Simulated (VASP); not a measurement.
# H in VASP: single point with revPBE

Aim: the single point of H with revPBE.

Everything below comes from runs of VASP 6.6.1. Logs are shortened: lines on timing, memory, paths and dates and some standing lists are left out, and cuts for length are marked.

### Step 1. The cell of the first run

The cell holds a atom, 1 atom: a = 14.000 Å, b = 14.400 Å, c = 14.800 Å, α = 90.00°, β = 90.00°, γ = 90.00°.

### Step 2. Single point, revPBE, collinear spin, ferromagnetic start

INCAR

```
ALGO     = Normal         # electronic algorithm
EDIFF    = 1E-6           # SCF threshold, eV
ENCUT    = 520            # plane-wave cutoff, eV
GGA      = RE             # functional
ISIF     = 2              # what is computed and relaxed
ISMEAR   = -1             # smearing method
ISPIN    = 2              # spin polarisation
ISYM     = 0            
LASPH    = T              # aspherical terms in the spheres
LCHARG   = F              # write CHGCAR
LORBIT   = 11             # projections on sites
LREAL    = F              # projectors in reciprocal space
LWAVE    = F              # write WAVECAR
MAGMOM   = 1              # initial moments
NBANDS   = 10             # bands
NELM     = 150            # most SCF steps
PREC     = Accurate       # precision mode
SIGMA    = 0.01           # smearing width, eV
```

KPOINTS

```
k-points
0
Gamma
  1 1 1
```

POSCAR

```
H
1.0
   14.0000000000      0.0000000000      0.0000000000
    0.0000000000     14.4000000000      0.0000000000
    0.0000000000      0.0000000000     14.8000000000
H
1
Direct
    0.5000000000      0.5000000000      0.5000000000
```

Potentials or basis: VASP PAW PBE potentials, release 64 (H).

On the command line:

```
> cat potpaw_PBE.64/H/POTCAR > POTCAR
> mpirun -np 1 vasp_gam > vasp.out
```

OUTCAR:

```text
EDIFF = 1E-6
   ENCUT = 520
   GGA = RE
   ISIF = 2
   ISMEAR = -1
   ISPIN = 2
   ISYM = 0
   LASPH = T
   LORBIT = 11
   LREAL = F
   NELM = 150
   PREC = Accurate

 ion  position               nearest neighbor table
   1  0.500  0.500  0.500-

IMPORTANT INFORMATION: All symmetrisations will be switched off!
NOSYMM: (Re-)initialisation of all symmetry stuff for point group C_1.

----------------------------------------------------------------------------------------

                                     Primitive cell

  volume of cell :    2983.6800

  direct lattice vectors                    reciprocal lattice vectors
    14.000000000  0.000000000  0.000000000     0.071428571  0.000000000  0.000000000
     0.000000000 14.400000000  0.000000000     0.000000000  0.069444444  0.000000000
     0.000000000  0.000000000 14.800000000     0.000000000  0.000000000  0.067567568

  length of vectors
    14.000000000 14.400000000 14.800000000     0.071428571  0.069444444  0.067567568

  position of ions in fractional coordinates (direct lattice)
     0.500000000  0.500000000  0.500000000

  ion indices of the primitive-cell ions
   primitive index   ion index
                 1           1

----------------------------------------------------------------------------------------

 KPOINTS: k-points

Automatic generation of k-mesh.
 Grid dimensions read from file:
 generate k-points for:    1    1    1

 Generating k-lattice:

  Cartesian coordinates                     Fractional coordinates (reciprocal lattice)
     0.071428571  0.000000000  0.000000000     1.000000000  0.000000000  0.000000000
     0.000000000  0.069444444  0.000000000     0.000000000  1.000000000  0.000000000
     0.000000000  0.000000000  0.067567568     0.000000000  0.000000000  1.000000000

  Length of vectors
     0.071428571  0.069444444  0.067567568

  Shift w.r.t. Gamma in fractional coordinates (k-lattice)
     0.000000000  0.000000000  0.000000000

 Subroutine IBZKPT returns following result:
 ===========================================

 Found      1 irreducible k-points:

 Following reciprocal coordinates:
            Coordinates               Weight
  0.000000  0.000000  0.000000      1.000000
   k-points           NKPTS =      1   k-points in BZ     NKDIM =      1   number of bands    NBANDS=     10
   number of dos      NEDOS =    301   number of ions     NIONS =      1
   total plane-waves  NPLWV = ******
   dimension x,y,z NGX =   108 NGY =  108 NGZ =  112
   dimension x,y,z NGXF=   216 NGYF=  216 NGZF=  224
   ions per type =               1
   NGX,Y,Z   is equivalent  to a cutoff of  12.82, 12.47, 12.58 a.u.
   NGXF,Y,Z  is equivalent  to a cutoff of  25.65, 24.94, 25.16 a.u.
 SYSTEM =  unknown system
   PREC   = accura    normal or accurate (medium, high low for compatibility)
   ISTART =      0    job   : 0-new  1-cont  2-samecut
   ICHARG =      2    charge: 1-file 2-atom 10-const
   ISPIN  =      2    spin polarized calculation?
   LNONCOLLINEAR =      F non collinear calculations
   LSORBIT =      F    spin-orbit coupling
   LASPH  =      T    aspherical Exc in radial PAW
   ENCUT  =  520.0 eV  38.22 Ry    6.18 a.u.  26.03 26.77 27.52*2*pi/ulx,y,z
   NELM   =    150;   NELMIN=  2; NELMDL= -5     # of ELM steps
   EDIFF  = 0.1E-05   stopping-criterion for ELM
   LREAL  =      F    real-space projection
   EDIFFG = 0.1E-04   stopping-criterion for IOM
   NSW    =      0    number of steps for IOM
   IBRION =     -1    ionic relax: 0-MD 1-quasi-New 2-CG
   NFREE  =      0    steps in history (QN), initial steepest desc. (CG)
   ISIF   =      2    stress and relaxation
   ISYM   =      0    0-nonsym 1-usesym 2-fastsym
   POTIM  = 0.5000    time-step for ionic-motion
   TEBEG  =    0.0;   TEEND  =   0.0 temperature during run
   PSTRESS=    0.0 pullay stress
   NELECT =       1.0000    total number of electrons
   NUPDOWN=      -1.0000    fix difference up-down
   EMIN   =  10.00;   EMAX   =-10.00  energy-range for DOS
   EFERMI =   0.00;   METHOD = LEGACY
   ISMEAR =    -1;   SIGMA  =   0.01  broadening in eV -4-tet -1-fermi 0-gaus
   EFERMI_NEDOS =   21; number of points for ismear=-14 and -15
   IALGO  =     38    algorithm
   IMIX   =      4    mixing-type and parameters
     AMIX     =   0.40;   BMIX     =  1.00
     AMIX_MAG =   1.60;   BMIX_MAG =  1.00
  volume/ion in A,a.u.               =    2983.68     20134.87
  Fermi-wavevector in a.u.,A,eV,Ry     =   0.113717  0.214893  0.175943  0.012931
  Thomas-Fermi vector in A             =   0.719061
   LORBIT       =     11    0 simple, 1 ext, 2 COOP (PROOUT), +10 PAW based schemes
   GGA     = RE    functional components
   LHFCALC =     F    Hartree Fock is set to
   AEXX    =    0.0000 exact exchange contribution
   IVDW    =     0    specifies the selected vdW correction
   LEPSILON=     F    determine dielectric tensor
   LRPA    =     F    only Hartree local field effects (RPA)
 spin polarized calculation
  energy-cutoff  :      520.00
  volume of cell :     2983.68
 maximum number of plane-waves:     40220
 NGX is ok and might be reduce to   108
   NGX = 53   NGY = 53   NGZ = 55

 number of electron       1.0000000 magnetization       1.0000000

 Free energy of the ion-electron system (eV)
  ---------------------------------------------------
  ext. energy  EPLUGINS =         0.00000000
  ---------------------------------------------------
  free energy    TOTEN  =        -1.20104156 eV

  energy without entropy =       -1.20104156  energy(sigma->0) =       -1.20104156

 E-fermi :  -7.3746     XC(G=0):  -0.0709

 val. band max:       -7.6192452768   @ k =   0.0000   0.0000   0.0000
 cond. band min:      -0.1687050232   @ k =   0.0000   0.0000   0.0000
 fundamental gap:      7.4505402536
 Fermi energy:        -7.3745933254

 spin component 1

 k-point     1 :       0.0000    0.0000    0.0000
  band No.  band energies     occupation
      1      -7.6192      1.00000
      2      -0.1687      0.00000
      3       0.3410      0.00000
      4       0.3608      0.00000
      5       0.3822      0.00000
      6       0.4714      0.00000
      7       0.6551      0.00000
      8       0.6961      0.00000
      9       0.9971      0.00000
     10       1.0169      0.00000
 Fermi energy:        -7.3745933254

 spin component 2

 k-point     1 :       0.0000    0.0000    0.0000
  band No.  band energies     occupation
      1       0.0150      0.00000
      2       0.6891      0.00000
      3       0.7007      0.00000
      4       0.7280      0.00000
      5       0.7447      0.00000
      6       0.7704      0.00000
      7       0.8152      0.00000
      8       1.4181      0.00000
      9       1.4190      0.00000
     10       1.4323      0.00000

------------------------ aborting loop because EDIFF is reached ----------------------------------------

  FORCE on cell =-STRESS in cart. coord.  units (eV):
  Direction    XX          YY          ZZ          XY          YZ          ZX
  --------------------------------------------------------------------------------------
  -------------------------------------------------------------------------------------
  Total       -0.0098127     -0.0096847     -0.0097132      0.0000000      0.0000000      0.0000000
  in kB       -0.0052692     -0.0052005     -0.0052158      0.0000000      0.0000000      0.0000000
  external PRESSURE =      -0.0052285 kB  Pullay stress =       0.0000000 kB

 VOLUME and BASIS-vectors are now :
 -----------------------------------------------------------------------------
  energy-cutoff  :      520.00
  volume of cell :     2983.68
      direct lattice vectors                 reciprocal lattice vectors
    14.000000000  0.000000000  0.000000000     0.071428571  0.000000000  0.000000000
     0.000000000 14.400000000  0.000000000     0.000000000  0.069444444  0.000000000
     0.000000000  0.000000000 14.800000000     0.000000000  0.000000000  0.067567568

 POSITION                                       TOTAL-FORCE (eV/Angst)
 -----------------------------------------------------------------------------------
      7.00000      7.20000      7.40000        -0.000000     -0.000000      0.000000
 -----------------------------------------------------------------------------------
    total drift:                               -0.000000     -0.000000      0.000000

  FREE ENERGIE OF THE ION-ELECTRON SYSTEM (eV)
  ---------------------------------------------------
  free  energy   TOTEN  =        -1.2010415555 eV

  energy  without entropy=       -1.2010415555  energy(sigma->0) =       -1.20104156

 total charge

# of ion       s       p       d       tot
------------------------------------------
    1        0.383   0.000   0.000   0.383

 magnetization (x)

# of ion       s       p       d       tot
------------------------------------------
    1        0.383   0.000   0.000   0.383
```

Wall time 6.7 min (1 thread of AMD EPYC 7R13 (Zen 3), shared host); peak memory 2.7 GiB.

Results:

```yaml
Free_energy: -1.2010 eV
Pressure: 0.0 GPa
Band_gap_on_the_k_mesh: 7.45 eV
Net_moment: 1.00 μB per cell
Site_moments: H +0.38 μB
Valence_electrons_inside_the_program's_atomic_spheres: H 0.38
```

Caveat: the PAW data sets were made with another functional, which shifts forces and pressure a little.
